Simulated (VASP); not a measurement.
# CoPtO2 (R-3m) in VASP: a series of runs

CoPtO2 is run at these levels: PBE, PBEsol, LDA; tasks: single point.

Program: VASP 6.6.1. These are calculated values, not measurements. Logs are shortened: lines on timing, memory, paths and dates and some standing lists are left out, and cuts for length are marked.

## 1. The cell of the first run

It takes space group R-3m (No. 166, trigonal). Conventional cell: a = 2.806 Å, b = 2.806 Å, c = 17.699 Å, α = 90.00°, β = 90.00°, γ = 120.00°. Pt (site symmetry -3m) has 2 O at 1.99 Å within 2.6 Å. Within 2.5 Å of Co (site symmetry -3m) lie 6 O at 1.88 Å. Within 2.5 Å of O (site symmetry 3m) lie 3 Co at 1.88 Å and 1 Pt at 1.99 Å.

## 2. Single point, PBE, collinear spin, ferromagnetic start

INCAR

```
SYSTEM = CoPtO2
PREC = Accurate
ENCUT = 520
EDIFF = 1E-6
ISMEAR = -1
SIGMA = 0.05
LREAL = .FALSE.
LASPH = .TRUE.
NELM = 150
ALGO = Normal
ISIF = 2
LWAVE = .FALSE.
LCHARG = .FALSE.
ISPIN = 2
MAGMOM = 0 2 0 0
LORBIT = 11
LMAXMIX = 4
GGA = PE
NBANDS = 28
```

KPOINTS

```
regular mesh
0
G
  11 11 11
  0 0 0
```

POSCAR

```
CoPtO2
1.0
    1.4027913101      0.8099019405      5.8995262364
   -1.4027913101      0.8099019405      5.8995262364
    0.0000000000     -1.6198038810      5.8995262364
Pt Co O
1 1 2
Direct
    0.0000000000      0.0000000000      0.0000000000
    0.5000000000      0.5000000000      0.5000000000
    0.1122440300      0.1122440300      0.1122440300
    0.8877559700      0.8877559700      0.8877559700
```

Potentials or basis: VASP PAW PBE potentials, release 64 (Pt, Co, O).

Launch:

```console
> cat potpaw_PBE.64/Pt/POTCAR potpaw_PBE.64/Co/POTCAR potpaw_PBE.64/O/POTCAR > POTCAR
> mpirun -np 1 vasp_std > vasp.out
```

OUTCAR:

```text
SYSTEM = CoPtO2
   PREC = Accurate
   ENCUT = 520
   EDIFF = 1E-6
   ISMEAR = -1
   LREAL = .FALSE.
   LASPH = .TRUE.
   NELM = 150
   ISIF = 2
   ISPIN = 2
   LORBIT = 11
   GGA = PE

 ion  position               nearest neighbor table
   1  0.000  0.000  0.000-   3 1.99   4 1.99
   2  0.500  0.500  0.500-   3 1.88   4 1.88   3 1.88   3 1.88   4 1.88   4 1.88
   3  0.112  0.112  0.112-   2 1.88   2 1.88   2 1.88   1 1.99
   4  0.888  0.888  0.888-   2 1.88   2 1.88   2 1.88   1 1.99

  LATTYP: Found a trigonal (rhomboedric) cell.
 ALAT       =     6.1178570126
 COS(alpha) =     0.8948480128

  Lattice vectors:

 A1 = (   1.4027913101,   0.8099019405,   5.8995262364)
 A2 = (  -1.4027913101,   0.8099019405,   5.8995262364)
 A3 = (   0.0000000000,  -1.6198038810,   5.8995262364)

Analysis of symmetry for initial positions (statically):
=====================================================================
 Subroutine PRICEL returns:
 Original cell was already a primitive cell.

 Routine SETGRP: Setting up the symmetry group for a
 trigonal (rhombohedral) supercell.

 Subroutine GETGRP returns: Found 12 space group operations
 (whereof 12 operations were pure point group operations)
 out of a pool of 12 trial point group operations.

The static configuration has the point symmetry D_3d.

Analysis of symmetry for dynamics (positions and initial velocities):
=====================================================================
 Subroutine PRICEL returns:
 Original cell was already a primitive cell.

 Routine SETGRP: Setting up the symmetry group for a
 trigonal (rhombohedral) supercell.

 Subroutine GETGRP returns: Found 12 space group operations
 (whereof 12 operations were pure point group operations)
 out of a pool of 12 trial point group operations.

The dynamic configuration has the point symmetry D_3d.

Analysis of structural, dynamic, and magnetic symmetry:
=====================================================================
 Subroutine PRICEL returns:
 Original cell was already a primitive cell.

 Routine SETGRP: Setting up the symmetry group for a
 trigonal (rhombohedral) supercell.

 Subroutine GETGRP returns: Found 12 space group operations
 (whereof 12 operations were pure point group operations)
 out of a pool of 12 trial point group operations.

The overall configuration has the point symmetry D_3d.

 Subroutine INISYM returns: Found 12 space group operations
 (whereof 12 operations are pure point group operations),
 and found     1 'primitive' translations
[... 127 lines left out ...]
   IVDW    =     0    specifies the selected vdW correction
   LEPSILON=     F    determine dielectric tensor
   LRPA    =     F    only Hartree local field effects (RPA)
 spin polarized calculation
  energy-cutoff  :      520.00
  volume of cell :       40.22
 maximum number of plane-waves:      1099
 NGX is ok and might be reduce to    48
   NGX = 23   NGY = 23   NGZ = 23

 number of electron      31.0000003 magnetization       0.0048679

 number of electron      31.0000003 magnetization      -0.0007806

 Free energy of the ion-electron system (eV)
  ---------------------------------------------------
  ext. energy  EPLUGINS =         0.00000000
  ---------------------------------------------------
  free energy    TOTEN  =       -26.40939465 eV

  energy without entropy =      -26.40552145  energy(sigma->0) =      -26.40745805

 E-fermi :   9.1499     XC(G=0): -12.8054

 val. band max:        9.0689008630   @ k =  -0.3636  -0.3636   0.0909
 cond. band min:       9.2393592415   @ k =   0.4545   0.4545   0.0000
 fundamental gap:      0.1704583785
 Fermi energy:         9.1499045085

 spin component 1

 k-point     1 :       0.0000    0.0000    0.0000
  band No.  band energies     occupation
      1     -12.7657      1.00000
      2     -10.7893      1.00000
      3      -0.8197      1.00000
      4       1.8602      1.00000
      5       2.3675      1.00000
      6       2.3675      1.00000
[... 709 lines left out ...]
     26      26.9972      0.00000
     27      27.3595      0.00000

 [... further k-points ...]

 spin component 2

 k-point     1 :       0.0000    0.0000    0.0000
  band No.  band energies     occupation
      1     -12.7658      1.00000
      2     -10.7893      1.00000
      3      -0.8198      1.00000
      4       1.8603      1.00000
      5       2.3671      1.00000
      6       2.3671      1.00000
[... 709 lines left out ...]
     26      26.9971      0.00000
     27      27.3594      0.00000

 [... further k-points ...]

 [bands above 27 left out]

------------------------ aborting loop because EDIFF is reached ----------------------------------------

  FORCE on cell =-STRESS in cart. coord.  units (eV):
  Direction    XX          YY          ZZ          XY          YZ          ZX
  --------------------------------------------------------------------------------------
  -------------------------------------------------------------------------------------
  Total        2.8607385      2.8607385      3.1465269      0.0000000     -0.0000000      0.0000000
  in kB      113.9711273    113.9711273    125.3568702      0.0000000     -0.0000000      0.0000000
  external PRESSURE =     117.7663749 kB  Pullay stress =       0.0000000 kB

 VOLUME and BASIS-vectors are now :
 -----------------------------------------------------------------------------
  energy-cutoff  :      520.00
  volume of cell :       40.22
      direct lattice vectors                 reciprocal lattice vectors
     1.402791310  0.809901940  5.899526236     0.356432205  0.205786230  0.056501712
    -1.402791310  0.809901940  5.899526236    -0.356432205  0.205786230  0.056501712
     0.000000000 -1.619803881  5.899526236     0.000000000 -0.411572459  0.056501712

 POSITION                                       TOTAL-FORCE (eV/Angst)
 -----------------------------------------------------------------------------------
      0.00000      0.00000      0.00000         0.000000      0.000000      0.000000
      0.00000      0.00000      8.84929        -0.000000      0.000000      0.000000
      0.00000      0.00000      1.98656         0.000000     -0.000000     -0.147156
      0.00000      0.00000     15.71202         0.000000      0.000000      0.147156
 -----------------------------------------------------------------------------------
    total drift:                                0.000000      0.000000     -0.000000

  FREE ENERGIE OF THE ION-ELECTRON SYSTEM (eV)
  ---------------------------------------------------
  free  energy   TOTEN  =       -26.4093946479 eV

  energy  without entropy=      -26.4055214481  energy(sigma->0) =      -26.40745805

 total charge

# of ion       s       p       d       tot
------------------------------------------
    1        0.662   0.597   8.029   9.288
    2        0.443   0.696   7.388   8.527
    3        1.557   3.473   0.000   5.030
    4        1.557   3.473   0.000   5.030
--------------------------------------------------
tot          4.219   8.238  15.417  27.874

 magnetization (x)

# of ion       s       p       d       tot
------------------------------------------
    1        0.000   0.000   0.000   0.000
    2       -0.000  -0.000  -0.000  -0.000
    3        0.000   0.000   0.000   0.000
    4        0.000   0.000   0.000   0.000
--------------------------------------------------
tot         -0.000   0.000  -0.000  -0.000
```

OSZICAR:

```text
N       E                     dE             d eps       ncg     rms          rms(c)
DAV:   1     0.239515314750E+03    0.23952E+03   -0.14647E+04 16688   0.123E+03
DAV:   2    -0.119517096306E+02   -0.25147E+03   -0.22446E+03 17128   0.312E+02
DAV:   3    -0.305757687208E+02   -0.18624E+02   -0.17778E+02 18588   0.916E+01
DAV:   4    -0.308606892478E+02   -0.28492E+00   -0.28421E+00 18564   0.112E+01
DAV:   5    -0.308664066300E+02   -0.57174E-02   -0.57167E-02 19648   0.162E+00    0.307E+01
DAV:   6    -0.348404814295E+02   -0.39741E+01   -0.48251E+01 19620   0.877E+01    0.433E+01
DAV:   7    -0.268912803083E+02    0.79492E+01   -0.22887E+01 20460   0.995E+01    0.153E+01
DAV:   8    -0.264076653046E+02    0.48362E+00   -0.27739E+00 19020   0.163E+01    0.675E+00
DAV:   9    -0.263981675285E+02    0.94978E-02   -0.34723E-01 19424   0.608E+00    0.242E+00
DAV:  10    -0.264108835388E+02   -0.12716E-01   -0.27022E-02 21184   0.188E+00    0.117E+00
DAV:  11    -0.264106884441E+02    0.19509E-03   -0.39011E-03 20840   0.624E-01    0.656E-01
DAV:  12    -0.264101102875E+02    0.57816E-03   -0.78260E-04 21184   0.357E-01    0.414E-01
DAV:  13    -0.264096009486E+02    0.50934E-03   -0.28543E-04 23976   0.254E-01    0.257E-01
DAV:  14    -0.264094159650E+02    0.18498E-03   -0.16993E-04 24112   0.212E-01    0.983E-02
DAV:  15    -0.264093940035E+02    0.21961E-04   -0.65837E-05 24664   0.109E-01    0.223E-02
DAV:  16    -0.264093946479E+02   -0.64438E-06   -0.62810E-06 20212   0.221E-02
   1 F= -.26409395E+02 E0= -.26407458E+02  d E =-.387320E-02  mag=    -0.0002
```

stdout:

```text
POSCAR found type information on POSCAR PtCoO
 POSCAR found :  3 types and       4 ions
 scaLAPACK will be used
 LDA part: xc-table for (Slater+PW92), standard interpolation
 POSCAR, INCAR and KPOINTS ok, starting setup
 FFT: planning ... GRIDC
 FFT: planning ... GRID_SOFT
 FFT: planning ... GRID
 WAVECAR not read
 entering main loop
```

Run time: 8.8 min. Hardware: 1 thread of Intel Xeon 6975P-C (Granite Rapids), shared host; peak memory 0.6 GiB.

What came out:

```
Free energy                                           : -26.4094 eV
Pressure                                              : 11.8 GPa
Largest force                                         : 0.147 eV/Å
Net moment                                            : 0.00 μB per cell
Valence electrons inside the program's atomic spheres : Pt 9.29; Co 8.53; O 5.03
```

Forces in eV/Å, atoms in the order of the input:
```
Pt   0.000  0.000  0.000
Co   0.000  0.000  0.000
O    0.000  0.000 -0.147
O    0.000  0.000  0.147
```

Caveat: the starting moments collapsed, and a magnetic state may lie lower; spin-orbit coupling is left out, which moves the levels of the heavy elements; semilocal functionals often make such compounds metallic where correlation or magnetic order opens a gap, which also shifts bond lengths.

## 3. Single point, PBEsol, collinear spin, ferromagnetic start

INCAR

```
PREC = Accurate ; ENCUT = 520
EDIFF = 1E-6 ; ISMEAR = -1
SIGMA = 0.05 ; LREAL = False
LASPH = True ; NELM = 150
ALGO = Normal ; ISIF = 2
LWAVE = False ; LCHARG = False
ISPIN = 2 ; MAGMOM = 0 2 0 0
LORBIT = 11 ; LMAXMIX = 4
GGA = PS ; NBANDS = 28
```

KPOINTS

```
Automatic mesh
0
Gamma
  11 11 11
```

POSCAR is that of step 2.

Potentials or basis: VASP PAW PBE potentials, release 64 (Pt, Co, O).

Launch:

```console
> cat potpaw_PBE.64/Pt/POTCAR potpaw_PBE.64/Co/POTCAR potpaw_PBE.64/O/POTCAR > POTCAR
> mpirun -np 1 vasp_std > vasp.out
```

It took 16 min on 1 thread of Intel Xeon Platinum 8375C at 2.90GHz (Ice Lake), shared host; peak memory 0.59 GiB.

The run converged. Its results:

```yaml
Free_energy: -28.7661 eV
Pressure: 0.8 GPa
Largest_force: 0.041 eV/Å
Net_moment: 0.00 μB per cell
Valence_electrons_inside_the_program's_atomic_spheres: Pt 9.28; Co 8.55; O 5.00
```

Forces in eV/Å, atoms in the order of the input:
```
Pt   0.000  0.000  0.000
Co   0.000  0.000  0.000
O    0.000  0.000 -0.041
O    0.000  0.000  0.041
```

Levels at points of the mesh, in eV from the Fermi level:
Spin up:
| k point | band 14 | band 15 | band 16 | band 17 | band 18 | band 19 |
| --- | --- | --- | --- | --- | --- | --- |
| (0.00, 0.00, 0.00) | -1.71 | -1.71 | -1.58 | 1.84 | 1.84 | 2.79 |
Spin down:
```
           k point  band 14  band 15  band 16  band 17  band 18  band 19
(0.00, 0.00, 0.00)    -1.71    -1.71    -1.58     1.84     1.84     2.79
```

Caveat: the starting moments collapsed, and a magnetic state may lie lower; the PAW data sets were made with another functional, which shifts forces and pressure a little; spin-orbit coupling is left out, which moves the levels of the heavy elements; semilocal functionals often make such compounds metallic where correlation or magnetic order opens a gap, which also shifts bond lengths.

## 4. Single point, LDA, collinear spin, ferromagnetic start

This run uses another cell than the first one, of 10.26 Å³/atom, 1.020 times its volume.

INCAR

```
PREC = Accurate ; ENCUT = 520
EDIFF = 1E-7 ; ISMEAR = -1
SIGMA = 0.05 ; LREAL = F
LASPH = T ; NELM = 150
ALGO = Normal ; ISIF = 2
LWAVE = F ; LCHARG = F
ISPIN = 2 ; MAGMOM = 0 2 0 0
LORBIT = 11 ; LMAXMIX = 4
GGA = CA ; NBANDS = 28
```

KPOINTS is that of step 3.

POSCAR

```
CoPtO2
1.0
    1.4122699173      0.8153744169      5.9393891094
   -1.4122699173      0.8153744169      5.9393891094
    0.0000000000     -1.6307488338      5.9393891094
Pt Co O
1 1 2
Direct
    0.0000000000      0.0000000000      0.0000000000
    0.5000000000      0.5000000000      0.5000000000
    0.1122440300      0.1122440300      0.1122440300
    0.8877559700      0.8877559700      0.8877559700
```

Potentials or basis: VASP PAW LDA potentials, release 64 (Pt, Co, O).

Launch:

```console
> cat potpaw_LDA.64/Pt/POTCAR potpaw_LDA.64/Co/POTCAR potpaw_LDA.64/O/POTCAR > POTCAR
> mpirun -np 1 vasp_std > vasp.out
```

OUTCAR:

```text
PREC = Accurate
   ENCUT = 520
   EDIFF = 1E-7
   ISMEAR = -1
   LREAL = F
   LASPH = T
   NELM = 150
   ISIF = 2
   ISPIN = 2
   LORBIT = 11
   GGA = CA

 ion  position               nearest neighbor table
   1  0.000  0.000  0.000-   3 2.00   4 2.00
   2  0.500  0.500  0.500-   3 1.90   4 1.90   3 1.90   3 1.90   4 1.90   4 1.90
   3  0.112  0.112  0.112-   2 1.90   2 1.90   2 1.90   1 2.00
   4  0.888  0.888  0.888-   2 1.90   2 1.90   2 1.90   1 2.00

  LATTYP: Found a trigonal (rhomboedric) cell.
 ALAT       =     6.1591951383
 COS(alpha) =     0.8948480128

  Lattice vectors:
[... 1670 lines left out ...]
      direct lattice vectors                 reciprocal lattice vectors
     1.412269917  0.815374417  5.939389109     0.354039971  0.204405072  0.056122495
    -1.412269917  0.815374417  5.939389109    -0.354039971  0.204405072  0.056122495
     0.000000000 -1.630748834  5.939389109     0.000000000 -0.408810145  0.056122495

 POSITION                                       TOTAL-FORCE (eV/Angst)
 -----------------------------------------------------------------------------------
      0.00000      0.00000      0.00000         0.000000     -0.000000      0.000000
      0.00000      0.00000      8.90908        -0.000000      0.000000      0.000000
      0.00000      0.00000      1.99998         0.000000     -0.000000      0.090006
      0.00000      0.00000     15.81818         0.000000     -0.000000     -0.090006
 -----------------------------------------------------------------------------------
    total drift:                                0.000000      0.000000     -0.000000

  FREE ENERGIE OF THE ION-ELECTRON SYSTEM (eV)
  ---------------------------------------------------
  free  energy   TOTEN  =       -30.8612626956 eV

  energy  without entropy=      -30.8555687414  energy(sigma->0) =      -30.85841572

 total charge

# of ion       s       p       d       tot
------------------------------------------
    1        0.651   0.572   8.009   9.232
    2        0.436   0.674   7.389   8.498
    3        1.544   3.432   0.000   4.976
    4        1.544   3.432   0.000   4.976
--------------------------------------------------
tot          4.175   8.109  15.397  27.682

 magnetization (x)

# of ion       s       p       d       tot
------------------------------------------
    1       -0.000   0.000   0.000   0.000
    2       -0.000  -0.000  -0.000  -0.000
    3        0.000   0.000   0.000   0.000
    4        0.000   0.000   0.000   0.000
--------------------------------------------------
tot         -0.000   0.000   0.000   0.000
```

stdout:

```text
POSCAR found type information on POSCAR PtCoO
 POSCAR found :  3 types and       4 ions
 scaLAPACK will be used
 LDA part: xc-table for (Slater(with rela. corr.)+CA(PZ))
 , standard interpolation
 POSCAR, INCAR and KPOINTS ok, starting setup
 FFT: planning ... GRIDC
 FFT: planning ... GRID_SOFT
 FFT: planning ... GRID
 WAVECAR not read
 entering main loop
```

Wall time 15 min (1 thread of AMD EPYC 9R45 (Zen 5), shared host); peak memory 0.44 GiB.

What came out:

| Item | Value |
| --- | --- |
| Free energy | -30.8613 eV |
| Pressure | -11.4 GPa |
| Largest force | 0.090 eV/Å |
| Net moment | 0.00 μB per cell |
| Valence electrons inside the program's atomic spheres | Pt 9.23; Co 8.50; O 4.98 |

Forces on the atoms (eV/Å):
```
Pt   0.000  0.000  0.000
Co   0.000  0.000  0.000
O    0.000  0.000  0.090
O    0.000  0.000 -0.090
```

Caveat: the starting moments collapsed, and a magnetic state may lie lower; spin-orbit coupling is left out, which moves the levels of the heavy elements; semilocal functionals often make such compounds metallic where correlation or magnetic order opens a gap, which also shifts bond lengths.

## 5. Single point, PBE, collinear spin, ferromagnetic start

This run uses another cell than the first one, of 10.26 Å³/atom, 1.020 times its volume.

INCAR

```
PREC = Accurate
ENCUT = 520
EDIFF = 1E-6
ISMEAR = -1
SIGMA = 0.05
LREAL = F
LASPH = T
NELM = 150
ALGO = Normal
ISIF = 2
LWAVE = F
LCHARG = F
ISPIN = 2
MAGMOM = 0 0.19 0 0
LORBIT = 11
LMAXMIX = 4
GGA = PE
NBANDS = 28
```

KPOINTS is that of step 4.

POSCAR is that of step 4.

Potentials or basis: VASP PAW PBE potentials, release 64 (Pt, Co, O).

Launch:

```console
> cat potpaw_PBE.64/Pt/POTCAR potpaw_PBE.64/Co/POTCAR potpaw_PBE.64/O/POTCAR > POTCAR
> mpirun -np 1 vasp_std > vasp.out
```

Run time: 53 min. Hardware: 1 thread of AMD EPYC 7R13, shared host; peak memory 0.57 GiB.

Results (log left out):

```yaml
Free_energy: -26.4560 eV
Pressure: 6.0 GPa
Largest_force: 0.109 eV/Å
Net_moment: 0.00 μB per cell
Valence_electrons_inside_the_program's_atomic_spheres: Pt 9.23; Co 8.46; O 5.01
```

Forces in eV/Å, atoms in the order of the input:
```
Pt   0.000  0.000  0.000
Co   0.000  0.000  0.000
O    0.000  0.000 -0.109
O    0.000  0.000  0.109
```

Stress tensor (GPa, compression positive):
```
6.17 0.00 0.00
0.00 6.17 0.00
0.00 0.00 5.59
```

Levels at points of the mesh, in eV from the Fermi level:
Spin up:
| k point | band 12 | band 13 | band 14 | band 15 | band 16 | band 17 | band 18 | band 19 | band 20 | band 21 |
| --- | --- | --- | --- | --- | --- | --- | --- | --- | --- | --- |
| (0.00, 0.00, 0.00) | -2.01 | -2.01 | -1.66 | -1.66 | -1.60 | 1.80 | 1.80 | 2.72 | 5.50 | 8.96 |
Spin down:
| k point | band 12 | band 13 | band 14 | band 15 | band 16 | band 17 | band 18 | band 19 | band 20 | band 21 |
| --- | --- | --- | --- | --- | --- | --- | --- | --- | --- | --- |
| (0.00, 0.00, 0.00) | -2.01 | -2.01 | -1.66 | -1.66 | -1.60 | 1.80 | 1.80 | 2.72 | 5.50 | 8.96 |

Caveat: spin-orbit coupling is left out, which moves the levels of the heavy elements; semilocal functionals often make such compounds metallic where correlation or magnetic order opens a gap, which also shifts bond lengths.

[end of part 1 of 2]
